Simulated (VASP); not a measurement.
# V (Pm-3m) in VASP: a series of runs, part 2 of 2

VASP 6.6.1. Earlier steps stand in the parts before.

## Step 3: Single point, PBE

This run uses another cell than the first one, of 14.10 Å³/atom, 1.021 times its volume.

Contents of INCAR:

```
PREC = Accurate
ENCUT = 520
EDIFF = 1E-7
ISMEAR = -1
SIGMA = 0.06122561905347299
LREAL = F
LASPH = T
NELM = 100
ALGO = Normal
ISIF = 2
LWAVE = F
LCHARG = T
GGA = PE
LELF = T
LVHAR = T
NBANDS = 12
```

Contents of KPOINTS:

```
regular mesh
0
Gamma
  44 44 44
```

Contents of POSCAR:

```
V
1.0
    2.4158895685      0.0000000000      0.0000000000
    0.0000000000      2.4158895685      0.0000000000
    0.0000000000      0.0000000000      2.4158895685
V
1
Direct
    0.0000000000      0.0000000000      0.0000000000
```

Potentials or basis: VASP PAW PBE potentials, release 64 (V_sv).

Started as:

```console
$ cat potpaw_PBE.64/V_sv/POTCAR > POTCAR
$ mpirun -np 1 vasp_std > vasp.out
```

OUTCAR:

```text
PREC = Accurate
   ENCUT = 520
   EDIFF = 1E-7
   ISMEAR = -1
   LREAL = F
   LASPH = T
   NELM = 100
   ISIF = 2
   GGA = PE

 ion  position               nearest neighbor table
   1  0.000  0.000  0.000-

  LATTYP: Found a simple cubic cell.
 ALAT       =     2.4158895685

  Lattice vectors:

 A1 = (   2.4158895685,   0.0000000000,   0.0000000000)
 A2 = (   0.0000000000,   2.4158895685,   0.0000000000)
 A3 = (   0.0000000000,   0.0000000000,   2.4158895685)

Analysis of symmetry for initial positions (statically):
=====================================================================
 Subroutine PRICEL returns:
 Original cell was already a primitive cell.

 Routine SETGRP: Setting up the symmetry group for a
 simple cubic supercell.

 Subroutine GETGRP returns: Found 48 space group operations
 (whereof 48 operations were pure point group operations)
 out of a pool of 48 trial point group operations.

The static configuration has the point symmetry O_h .

Analysis of symmetry for dynamics (positions and initial velocities):
=====================================================================
 Subroutine PRICEL returns:
 Original cell was already a primitive cell.

 Routine SETGRP: Setting up the symmetry group for a
 simple cubic supercell.

 Subroutine GETGRP returns: Found 48 space group operations
 (whereof 48 operations were pure point group operations)
 out of a pool of 48 trial point group operations.

The dynamic configuration has the point symmetry O_h .

 Subroutine INISYM returns: Found 48 space group operations
 (whereof 48 operations are pure point group operations),
 and found     1 'primitive' translations

----------------------------------------------------------------------------------------

                                     Primitive cell

  volume of cell :      14.1004

  direct lattice vectors                    reciprocal lattice vectors
     2.415889568  0.000000000  0.000000000     0.413926205  0.000000000  0.000000000
     0.000000000  2.415889568  0.000000000     0.000000000  0.413926205  0.000000000
     0.000000000  0.000000000  2.415889568     0.000000000  0.000000000  0.413926205

  length of vectors
     2.415889568  2.415889568  2.415889568     0.413926205  0.413926205  0.413926205

  position of ions in fractional coordinates (direct lattice)
     0.000000000  0.000000000  0.000000000

  ion indices of the primitive-cell ions
   primitive index   ion index
                 1           1

----------------------------------------------------------------------------------------

 KPOINTS: regular mesh

Automatic generation of k-mesh.
 Grid dimensions read from file:
 generate k-points for:   44   44   44

 Generating k-lattice:

  Cartesian coordinates                     Fractional coordinates (reciprocal lattice)
     0.009407414  0.000000000  0.000000000     0.022727273  0.000000000  0.000000000
     0.000000000  0.009407414  0.000000000     0.000000000  0.022727273  0.000000000
     0.000000000  0.000000000  0.009407414     0.000000000  0.000000000  0.022727273

  Length of vectors
     0.009407414  0.009407414  0.009407414

  Shift w.r.t. Gamma in fractional coordinates (k-lattice)
     0.000000000  0.000000000  0.000000000

 Subroutine IBZKPT returns following result:
 ===========================================

 Found   2300 irreducible k-points:

 Following reciprocal coordinates:
            Coordinates               Weight
  0.000000  0.000000  0.000000      1.000000
  0.022727  0.000000  0.000000      6.000000
  0.045455  0.000000  0.000000      6.000000
  0.068182  0.000000  0.000000      6.000000
  0.090909  0.000000  0.000000      6.000000
  0.113636  0.000000  0.000000      6.000000
[... 16 lines left out ...]
  0.500000  0.000000  0.000000      3.000000
  0.022727  0.022727  0.000000     12.000000
 [... further k-points ...]
   k-points           NKPTS =   2300   k-points in BZ     NKDIM =   2300   number of bands    NBANDS=     12
   number of dos      NEDOS =    301   number of ions     NIONS =      1
   total plane-waves  NPLWV =   5832
   dimension x,y,z NGX =    18 NGY =   18 NGZ =   18
   dimension x,y,z NGXF=    36 NGYF=   36 NGZF=   36
   ions per type =               1
   NGX,Y,Z   is equivalent  to a cutoff of  12.39, 12.39, 12.39 a.u.
   NGXF,Y,Z  is equivalent  to a cutoff of  24.77, 24.77, 24.77 a.u.
 SYSTEM =  unknown system
   PREC   = accura    normal or accurate (medium, high low for compatibility)
   ISTART =      0    job   : 0-new  1-cont  2-samecut
   ICHARG =      2    charge: 1-file 2-atom 10-const
   ISPIN  =      1    spin polarized calculation?
   LNONCOLLINEAR =      F non collinear calculations
   LSORBIT =      F    spin-orbit coupling
   LASPH  =      T    aspherical Exc in radial PAW
   ENCUT  =  520.0 eV  38.22 Ry    6.18 a.u.   4.49  4.49  4.49*2*pi/ulx,y,z
   NELM   =    100;   NELMIN=  2; NELMDL= -5     # of ELM steps
   EDIFF  = 0.1E-06   stopping-criterion for ELM
   LREAL  =      F    real-space projection
   EDIFFG = 0.1E-05   stopping-criterion for IOM
   NSW    =      0    number of steps for IOM
   IBRION =     -1    ionic relax: 0-MD 1-quasi-New 2-CG
   NFREE  =      0    steps in history (QN), initial steepest desc. (CG)
   ISIF   =      2    stress and relaxation
   ISYM   =      2    0-nonsym 1-usesym 2-fastsym
   POTIM  = 0.5000    time-step for ionic-motion
   TEBEG  =    0.0;   TEEND  =   0.0 temperature during run
   PSTRESS=    0.0 pullay stress
   NELECT =      13.0000    total number of electrons
   NUPDOWN=      -1.0000    fix difference up-down
   EMIN   =  10.00;   EMAX   =-10.00  energy-range for DOS
   EFERMI =   0.00;   METHOD = LEGACY
   ISMEAR =    -1;   SIGMA  =   0.06  broadening in eV -4-tet -1-fermi 0-gaus
   EFERMI_NEDOS =   21; number of points for ismear=-14 and -15
   IALGO  =     38    algorithm
   IMIX   =      4    mixing-type and parameters
     AMIX     =   0.40;   BMIX     =  1.00
     AMIX_MAG =   1.60;   BMIX_MAG =  1.00
  volume/ion in A,a.u.               =      14.10        95.15
  Fermi-wavevector in a.u.,A,eV,Ry     =   1.593354  3.011002 34.542146  2.538776
  Thomas-Fermi vector in A             =   2.691597
   LORBIT       =      0    0 simple, 1 ext, 2 COOP (PROOUT), +10 PAW based schemes
   GGA     = PE    functional components
   LHFCALC =     F    Hartree Fock is set to
   AEXX    =    0.0000 exact exchange contribution
   IVDW    =     0    specifies the selected vdW correction
   LEPSILON=     F    determine dielectric tensor
   LRPA    =     F    only Hartree local field effects (RPA)
 non-spin polarized calculation
  energy-cutoff  :      520.00
  volume of cell :       14.10
 maximum number of plane-waves:       394
 NGX is ok and might be reduce to    18
   NGX =  9   NGY =  9   NGZ =  9

 number of electron      12.9999982 magnetization

 Free energy of the ion-electron system (eV)
  ---------------------------------------------------
  ext. energy  EPLUGINS =         0.00000000
  ---------------------------------------------------
  free energy    TOTEN  =        -8.14230696 eV

  energy without entropy =       -8.12569833  energy(sigma->0) =       -8.13400264

 E-fermi :   9.3262     XC(G=0): -12.5392

 val. band max:        9.3258968721   @ k =   0.3182   0.2045   0.0455
 cond. band min:       9.3268521128   @ k =   0.5000   0.5000   0.2045
 fundamental gap:      0.0009552407
 Fermi energy:         9.3262303870

 k-point     1 :       0.0000    0.0000    0.0000
  band No.  band energies     occupation
      1     -54.5277      2.00000
      2     -27.7057      2.00000
      3     -27.7057      2.00000
      4     -27.7057      2.00000
      5       2.8767      2.00000
      6       7.0693      2.00000
      7       7.0693      2.00000
      8      13.0087      0.00000
      9      13.0087      0.00000
     10      13.0087      0.00000
     11      28.0868      0.00000
     12      28.0868      0.00000

 k-point     2 :       0.0227    0.0000    0.0000
  band No.  band energies     occupation
      1     -54.5268      2.00000
      2     -27.7120      2.00000
      3     -27.7051      2.00000
      4     -27.7051      2.00000
      5       2.8927      2.00000
      6       7.0731      2.00000
      7       7.0817      2.00000
      8      12.9958      0.00000
      9      12.9958      0.00000
     10      13.0097      0.00000
     11      27.9304      0.00000
     12      28.1119      0.00000
[... 316 lines left out ...]
 k-point    24 :       0.0227    0.0227    0.0000
  band No.  band energies     occupation
      1     -54.5258      2.00000
      2     -27.7119      2.00000
      3     -27.7110      2.00000
      4     -27.7046      2.00000
      5       2.9088      2.00000
      6       7.0812      2.00000
      7       7.0899      2.00000
      8      12.9829      0.00000
      9      12.9940      0.00000
     10      12.9996      0.00000
     11      27.9486      0.00000
     12      27.9610      0.00000

 [... further k-points ...]
[... 5 lines left out ...]
  --------------------------------------------------------------------------------------
  -------------------------------------------------------------------------------------
  Total        0.5586382      0.5586382      0.5586382      0.0000000      0.0000000      0.0000000
  in kB       63.4760618     63.4760618     63.4760618      0.0000000      0.0000000      0.0000000
  external PRESSURE =      63.4760618 kB  Pullay stress =       0.0000000 kB

 VOLUME and BASIS-vectors are now :
 -----------------------------------------------------------------------------
  energy-cutoff  :      520.00
  volume of cell :       14.10
      direct lattice vectors                 reciprocal lattice vectors
     2.415889568  0.000000000  0.000000000     0.413926205  0.000000000  0.000000000
     0.000000000  2.415889568  0.000000000     0.000000000  0.413926205  0.000000000
     0.000000000  0.000000000  2.415889568     0.000000000  0.000000000  0.413926205

 POSITION                                       TOTAL-FORCE (eV/Angst)
 -----------------------------------------------------------------------------------
      0.00000      0.00000      0.00000         0.000000      0.000000      0.000000
 -----------------------------------------------------------------------------------
    total drift:                                0.000000      0.000000     -0.000000

  FREE ENERGIE OF THE ION-ELECTRON SYSTEM (eV)
  ---------------------------------------------------
  free  energy   TOTEN  =        -8.1423069587 eV

  energy  without entropy=       -8.1256983281  energy(sigma->0) =       -8.13400264
```

stdout:

```text
POSCAR found type information on POSCAR V
 POSCAR found :  1 types and       1 ions
 scaLAPACK will be used
 LDA part: xc-table for (Slater+PW92), standard interpolation
 POSCAR, INCAR and KPOINTS ok, starting setup
 FFT: planning ... GRIDC
 FFT: planning ... GRID_SOFT
 FFT: planning ... GRID
 WAVECAR not read
 entering main loop
```

Run time: 4.1 min. Hardware: 1 thread of Oxide Virtual Turin-like, shared host; peak memory 0.41 GiB.

Results:

* Free energy: -8.1423 eV
* Pressure: 6.3 GPa

## Step 4: Single point, PBE

This run uses another cell than the first one, of 14.39 Å³/atom, 1.043 times its volume.

Contents of INCAR:

```
SYSTEM = V
PREC = Accurate
ENCUT = 520
EDIFF = 1E-7
ISMEAR = -1
SIGMA = 0.06122561905347299
LREAL = .False.
LASPH = .True.
NELM = 100
ALGO = Normal
ISIF = 2
LWAVE = .False.
LCHARG = .False.
GGA = PE
NBANDS = 12
```

Contents of KPOINTS:

```
Automatic mesh
0
Gamma
  44 44 44
  0 0 0
```

Contents of POSCAR:

```
V
1.0
    2.4325514024      0.0000000000      0.0000000000
    0.0000000000      2.4325514024      0.0000000000
    0.0000000000      0.0000000000      2.4325514024
V
1
Direct
    0.0000000000      0.0000000000      0.0000000000
```

Started as:

```console
$ cat potpaw_PBE.64/V_sv/POTCAR > POTCAR
$ mpirun -np 1 vasp_std > vasp.out
```

Wall time 4.2 min (1 thread of Oxide Virtual Turin-like, shared host); peak memory 0.42 GiB.

Results (log left out):

```yaml
Free_energy: -8.1511 eV
Pressure: 3.1 GPa
```

Levels at points of the mesh, in eV from the Fermi level:
```
           k point  band 4  band 5  band 6  band 7  band 8  band 9  band 10  band 11
(0.00, 0.00, 0.00)  -37.08   -6.40   -2.19   -2.19    3.59    3.59     3.59    18.51
(0.50, 0.00, 0.00)  -36.98   -2.25   -1.41   -0.16    1.55    1.55     3.78     7.95
(0.50, 0.50, 0.00)  -36.88   -3.66   -0.71    2.00    2.00    4.86     6.26     6.26
(0.50, 0.50, 0.50)  -37.87   -2.00   -2.00   -2.00    4.97    4.97    10.40    13.70
```

## Step 5: Overview

```csv
cell,gap on the mesh (eV),pressure (GPa)
"a = 2.399 Å, 1 atom",none,9.9
"a = 2.416 Å, 1 atom",none,6.3
"a = 2.433 Å, 1 atom",none,3.1
```

Alike in all rows: task single point; level PBE; potentials or basis VASP PAW PBE potentials, release 64 (V_sv); no spin polarisation; k mesh 44 × 44 × 44; cutoff (eV) 520; smearing fermi-dirac 0.0612256 eV.

Absolute energies hang on the potentials; compare differences alone.
